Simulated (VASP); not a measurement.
The system is KI.

```
K I
1.0
     4.29094    0.00000    0.00000
     0.00000    4.29094    0.00000
     0.00000    0.00000    4.29094
K I
1 1
Direct
  0.00000 0.00000 0.00000
  0.50000 0.50000 0.50000
```

Base run:

| Property | Result |
| --- | --- |
| Program | VASP 6.6.1 |
| Functional | r2SCAN |
| Potentials or basis | VASP PAW PBE potentials, release 64 (K_sv, I) |
| Cutoff | 520 eV |
| k mesh | 4 × 4 × 4 |
| Occupations | gaussian, width 0.01 eV |
| Spin | no spin polarisation |

Its results: band gap on the k mesh 4.04 eV (least direct gap 4.41 eV); pressure 0.1 GPa.

Problem. The run is repeated on the same cell with these changes: functional from r2SCAN to PBE. What comes out?

Solution. Band gap on the k mesh 3.33 eV (least direct gap 3.69 eV); pressure 0.6 GPa.

Caveats: spin-orbit coupling is left out, which moves the levels of the heavy elements; the PAW data sets were made with another functional, which shifts forces and pressure a little (at least some runs).

A k mesh can miss the band edges.
